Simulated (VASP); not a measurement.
Set up this calculation in VASP 6.6.1, as the native input.

| Item | Value |
| --- | --- |
| Task | single point |
| Functional | PBE |
| Potentials or basis | VASP PAW PBE potentials, release 64 (Ru_pv) |
| Cutoff | 520 eV |
| k mesh | 17 × 17 × 17 |
| Occupations | fermi-dirac, width 0.0612256 eV |
| Spin | no spin polarisation |
| Dipole correction | no |
| Further INCAR settings | ALGO = Normal; EDIFF = 1e-07; NBANDS = 21 |

The structure of Ru lies in POSCAR:

```
Ru
1.0
    0.0000000000      2.6725442043      2.6725442043
    2.6725442043      0.0000000000      2.6725442043
    2.6725442043      2.6725442043      0.0000000000
Ru
2
Direct
    0.0000000000      0.0000000000      0.0000000000
    0.2500000000      0.2500000000      0.2500000000
```

The input as run:

INCAR

```
SYSTEM = Ru
ALGO = Normal
EDIFF = 1E-7
ENCUT = 520
GGA = PE
ISIF = 2
ISMEAR = -1
LASPH = .True.
LCHARG = .False.
LREAL = .False.
LWAVE = .False.
NBANDS = 21
NELM = 100
PREC = Accurate
SIGMA = 0.06122561905347299
```

KPOINTS

```
k-points
0
Gamma
  17 17 17
  0 0 0
```

Potentials or basis: VASP PAW PBE potentials, release 64 (Ru_pv).

Command:

```console
$ cat potpaw_PBE.64/Ru_pv/POTCAR > POTCAR
$ mpirun -np 1 vasp_std > vasp.out
```

Results of the run:

| Quantity | Value |
| --- | --- |
| Pressure | 11.9 GPa |
| Band gap on the k mesh | zero (band 14 reaches 8.32 eV, above the bottom of band 15 at 7.27 eV) |

Run time: 2.5 min on 1 thread of AMD EPYC 7R43 64-Core Processor (Zen 3) (shared host), peak memory 0.19 GiB.
